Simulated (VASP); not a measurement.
# TaF3 (P4/mmm) in VASP: further runs, part 2 of 2

VASP 6.6.1.

## Step 3: Single point, PBEsol (strain +0.000 along x and y, +0.030 along z)

INCAR

```
PREC     = Accurate       # precision mode
ENCUT    = 520            # plane-wave cutoff, eV
EDIFF    = 1E-6           # SCF threshold, eV
ISMEAR   = 0              # smearing method
SIGMA    = 0.15           # smearing width, eV
LREAL    = False          # projectors in reciprocal space
LASPH    = True           # aspherical terms in the spheres
NELM     = 60             # most SCF steps
ALGO     = Normal         # electronic algorithm
ISIF     = 2              # what is computed and relaxed
LWAVE    = False          # write WAVECAR
LCHARG   = True           # write CHGCAR
GGA      = PS             # functional
LELF     = True           # ELF
LVHAR    = True         
NBANDS   = 24             # bands
```

KPOINTS

```
regular mesh
0
Gamma
  12 12 12
```

POSCAR

```
TaF3
1.0
    3.9012000000      0.0000000000      0.0000000000
    0.0000000000      3.9012000000      0.0000000000
    0.0000000000      0.0000000000      4.0182360000
Ta F
1 3
Direct
    0.0000000000      0.0000000000      0.0000000000
    0.5000000000      0.0000000000      0.0000000000
    0.0000000000      0.5000000000      0.0000000000
    0.0000000000      0.0000000000      0.5000000000
```

Potentials or basis: VASP PAW PBE potentials, release 64 (Ta_pv, F).

Started as:

```
> cat potpaw_PBE.64/Ta_pv/POTCAR potpaw_PBE.64/F/POTCAR > POTCAR
> mpirun -np 1 vasp_std > vasp.out
```

OUTCAR:

```text
PREC = Accurate
   ENCUT = 520
   EDIFF = 1E-6
   ISMEAR = 0
   LREAL = False
   LASPH = True
   NELM = 60
   ISIF = 2
   GGA = PS

 ion  position               nearest neighbor table
   1  0.000  0.000  0.000-   2 1.95   3 1.95   3 1.95   2 1.95   4 2.01   4 2.01
   2  0.500  0.000  0.000-   1 1.95   1 1.95
   3  0.000  0.500  0.000-   1 1.95   1 1.95
   4  0.000  0.000  0.500-   1 2.01   1 2.01

  LATTYP: Found a simple tetragonal cell.
 ALAT       =     3.9012000000
 C/A-ratio  =     1.0300000000

  Lattice vectors:

 A1 = (   3.9012000000,   0.0000000000,   0.0000000000)
 A2 = (   0.0000000000,   3.9012000000,   0.0000000000)
 A3 = (   0.0000000000,   0.0000000000,   4.0182360000)

Analysis of symmetry for initial positions (statically):
=====================================================================
 Subroutine PRICEL returns:
 Original cell was already a primitive cell.

 Routine SETGRP: Setting up the symmetry group for a
 simple tetragonal supercell.

 Subroutine GETGRP returns: Found 16 space group operations
 (whereof 16 operations were pure point group operations)
 out of a pool of 16 trial point group operations.

The static configuration has the point symmetry D_4h.

Analysis of symmetry for dynamics (positions and initial velocities):
=====================================================================
 Subroutine PRICEL returns:
 Original cell was already a primitive cell.

 Routine SETGRP: Setting up the symmetry group for a
 simple tetragonal supercell.

 Subroutine GETGRP returns: Found 16 space group operations
 (whereof 16 operations were pure point group operations)
 out of a pool of 16 trial point group operations.

The dynamic configuration has the point symmetry D_4h.

 Subroutine INISYM returns: Found 16 space group operations
 (whereof 16 operations are pure point group operations),
 and found     1 'primitive' translations

----------------------------------------------------------------------------------------

                                     Primitive cell

  volume of cell :      61.1550

  direct lattice vectors                    reciprocal lattice vectors
     3.901200000  0.000000000  0.000000000     0.256331385  0.000000000  0.000000000
     0.000000000  3.901200000  0.000000000     0.000000000  0.256331385  0.000000000
     0.000000000  0.000000000  4.018236000     0.000000000  0.000000000  0.248865423

  length of vectors
     3.901200000  3.901200000  4.018236000     0.256331385  0.256331385  0.248865423

  position of ions in fractional coordinates (direct lattice)
     0.000000000  0.000000000  0.000000000
     0.500000000  0.000000000  0.000000000
     0.000000000  0.500000000  0.000000000
     0.000000000  0.000000000  0.500000000

  ion indices of the primitive-cell ions
   primitive index   ion index
                 1           1
                 2           2
                 3           3
                 4           4

----------------------------------------------------------------------------------------

 KPOINTS: regular mesh

Automatic generation of k-mesh.
 Grid dimensions read from file:
 generate k-points for:   12   12   12

 Generating k-lattice:

  Cartesian coordinates                     Fractional coordinates (reciprocal lattice)
     0.021360949  0.000000000  0.000000000     0.083333333  0.000000000  0.000000000
     0.000000000  0.021360949  0.000000000     0.000000000  0.083333333  0.000000000
     0.000000000  0.000000000  0.020738785     0.000000000  0.000000000  0.083333333

  Length of vectors
     0.021360949  0.021360949  0.020738785

  Shift w.r.t. Gamma in fractional coordinates (k-lattice)
     0.000000000  0.000000000  0.000000000

 Subroutine IBZKPT returns following result:
 ===========================================

 Found    196 irreducible k-points:

 Following reciprocal coordinates:
            Coordinates               Weight
  0.000000  0.000000  0.000000      1.000000
  0.083333  0.000000  0.000000      4.000000
  0.166667  0.000000  0.000000      4.000000
  0.250000  0.000000  0.000000      4.000000
  0.333333  0.000000  0.000000      4.000000
  0.416667  0.000000  0.000000      4.000000
[... 16 lines left out ...]
  0.333333  0.333333  0.000000      4.000000
  0.416667  0.333333  0.000000      8.000000
 [... further k-points ...]
   k-points           NKPTS =    196   k-points in BZ     NKDIM =    196   number of bands    NBANDS=     24
   number of dos      NEDOS =    301   number of ions     NIONS =      4
   total plane-waves  NPLWV =  27000
   dimension x,y,z NGX =    30 NGY =   30 NGZ =   30
   dimension x,y,z NGXF=    60 NGYF=   60 NGZF=   60
   ions per type =               1   3
   NGX,Y,Z   is equivalent  to a cutoff of  12.78, 12.78, 12.41 a.u.
   NGXF,Y,Z  is equivalent  to a cutoff of  25.57, 25.57, 24.82 a.u.
 SYSTEM =  unknown system
   PREC   = accura    normal or accurate (medium, high low for compatibility)
   ISTART =      0    job   : 0-new  1-cont  2-samecut
   ICHARG =      2    charge: 1-file 2-atom 10-const
   ISPIN  =      1    spin polarized calculation?
   LNONCOLLINEAR =      F non collinear calculations
   LSORBIT =      F    spin-orbit coupling
   LASPH  =      T    aspherical Exc in radial PAW
   ENCUT  =  520.0 eV  38.22 Ry    6.18 a.u.   7.25  7.25  7.47*2*pi/ulx,y,z
   NELM   =     60;   NELMIN=  2; NELMDL= -5     # of ELM steps
   EDIFF  = 0.1E-05   stopping-criterion for ELM
   LREAL  =      F    real-space projection
[... 7 lines left out ...]
   TEBEG  =    0.0;   TEEND  =   0.0 temperature during run
   PSTRESS=    0.0 pullay stress
   NELECT =      32.0000    total number of electrons
   NUPDOWN=      -1.0000    fix difference up-down
   EMIN   =  10.00;   EMAX   =-10.00  energy-range for DOS
   EFERMI =   0.00;   METHOD = LEGACY
   ISMEAR =     0;   SIGMA  =   0.15  broadening in eV -4-tet -1-fermi 0-gaus
   EFERMI_NEDOS =   21; number of points for ismear=-14 and -15
   IALGO  =     38    algorithm
   IMIX   =      4    mixing-type and parameters
     AMIX     =   0.40;   BMIX     =  1.00
     AMIX_MAG =   1.60;   BMIX_MAG =  1.00
  volume/ion in A,a.u.               =      15.29       103.17
  Fermi-wavevector in a.u.,A,eV,Ry     =   1.319211  2.492947 23.678452  1.740317
  Thomas-Fermi vector in A             =   2.449125
   LORBIT       =      0    0 simple, 1 ext, 2 COOP (PROOUT), +10 PAW based schemes
   GGA     = PS    functional components
   LHFCALC =     F    Hartree Fock is set to
   AEXX    =    0.0000 exact exchange contribution
   IVDW    =     0    specifies the selected vdW correction
   LEPSILON=     F    determine dielectric tensor
   LRPA    =     F    only Hartree local field effects (RPA)
 non-spin polarized calculation
 Gauss-broadening in eV      SIGMA  =   0.15
  energy-cutoff  :      520.00
  volume of cell :       61.15
 maximum number of plane-waves:      1666
 NGX is ok and might be reduce to    30
   NGX = 15   NGY = 15   NGZ = 15

 number of electron      31.9999989 magnetization

 Free energy of the ion-electron system (eV)
  ---------------------------------------------------
  ext. energy  EPLUGINS =         0.00000000
  ---------------------------------------------------
  free energy    TOTEN  =       -27.56765384 eV

  energy without entropy =      -27.53773057  energy(sigma->0) =      -27.55269220

 E-fermi :   4.5000     XC(G=0):  -9.0493

 val. band max:        4.4991151714   @ k =   0.2500   0.1667   0.5000
 cond. band min:       4.5005681162   @ k =   0.3333   0.0833   0.3333
 fundamental gap:      0.0014529449
 Fermi energy:         4.5000209370

 k-point     1 :       0.0000    0.0000    0.0000
  band No.  band energies     occupation
      1     -32.5039      2.00000
      2     -32.5039      2.00000
      3     -32.3750      2.00000
      4     -24.3054      2.00000
      5     -24.0505      2.00000
      6     -23.5180      2.00000
[... 16 lines left out ...]
     23      13.2260      0.00000
     24      13.3142      0.00000
[... 598 lines left out ...]
      2     -32.7814      2.00000
      3     -32.3648      2.00000
      4     -23.5485      2.00000
      5     -23.2235      2.00000
      6     -22.9951      2.00000
[... 16 lines left out ...]
     23      11.4195      0.00000
     24      13.1433      0.00000

 [... further k-points ...]

------------------------ aborting loop because EDIFF is reached ----------------------------------------

  FORCE on cell =-STRESS in cart. coord.  units (eV):
  Direction    XX          YY          ZZ          XY          YZ          ZX
  --------------------------------------------------------------------------------------
  -------------------------------------------------------------------------------------
  Total        7.3212603      7.3212603      3.0887230      0.0000000      0.0000000      0.0000000
  in kB      191.8070470    191.8070470     80.9203353      0.0000000      0.0000000      0.0000000
  external PRESSURE =     154.8448098 kB  Pullay stress =       0.0000000 kB

 VOLUME and BASIS-vectors are now :
 -----------------------------------------------------------------------------
  energy-cutoff  :      520.00
  volume of cell :       61.15
      direct lattice vectors                 reciprocal lattice vectors
     3.901200000  0.000000000  0.000000000     0.256331385  0.000000000  0.000000000
     0.000000000  3.901200000  0.000000000     0.000000000  0.256331385  0.000000000
     0.000000000  0.000000000  4.018236000     0.000000000  0.000000000  0.248865423

 POSITION                                       TOTAL-FORCE (eV/Angst)
 -----------------------------------------------------------------------------------
      0.00000      0.00000      0.00000         0.000000      0.000000      0.000000
      1.95060      0.00000      0.00000         0.000000      0.000000      0.000000
      0.00000      1.95060      0.00000         0.000000      0.000000      0.000000
      0.00000      0.00000      2.00912         0.000000      0.000000      0.000000
 -----------------------------------------------------------------------------------
    total drift:                                0.000000      0.000000      0.000000

  FREE ENERGIE OF THE ION-ELECTRON SYSTEM (eV)
  ---------------------------------------------------
  free  energy   TOTEN  =       -27.5676538394 eV

  energy  without entropy=      -27.5377305679  energy(sigma->0) =      -27.55269220
```

It took 3.7 min on 1 thread of Intel Xeon Platinum 8259CL at 2.50GHz (Skylake/Cascade Lake), shared host; peak memory 0.35 GiB.

What came out:

```
Free energy            : -27.5677 eV
Pressure               : 15.5 GPa
Band gap on the k mesh : zero (bands 16 and 17 overlap by 2.85 eV)
```

Caveat: the cell differs from its parent crystal (strain +0.000 along x and y, +0.030 along z); the stress differs along the axes, from 8 to 19 GPa; the PAW data sets were made with another functional, which shifts forces and pressure a little; spin-orbit coupling is left out, which moves the levels of the heavy elements.
